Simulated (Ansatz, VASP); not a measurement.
**Cu3N: VASP beside Ansatz**

```
Cu N
1.0
     3.78937    0.00000    0.00000
     0.00000    3.78937    0.00000
     0.00000    0.00000    3.78937
Cu N
3 1
Direct
  0.50000 0.00000 0.00000
  0.00000 0.50000 0.00000
  0.00000 0.00000 0.50000
  0.00000 0.00000 0.00000
```

Alike in both runs: task single point; functional LDA; k mesh 6 × 6 × 6; occupations fermi-dirac, width 0.02 eV; no spin polarisation.

```csv
,VASP,Ansatz
version,VASP 6.6.1,Ansatz 0.2.0
potentials or method,"VASP PAW LDA potentials, release 64 (Cu, N)","plane waves, PAW"
plane-wave cutoff (eV),600,420
valence electrons in the cell,38,62
```

```tsv
	VASP	Ansatz	Ansatz less VASP
pressure (GPa)	-6.1	-7.0	-0.87
```

LDA's correlation is that of Perdew and Zunger in VASP and of Perdew and Wang (1992) in Ansatz. VASP's potentials hold 38 valence electrons a cell and Ansatz's 62, so a difference there can come from the potentials and not from the codes.
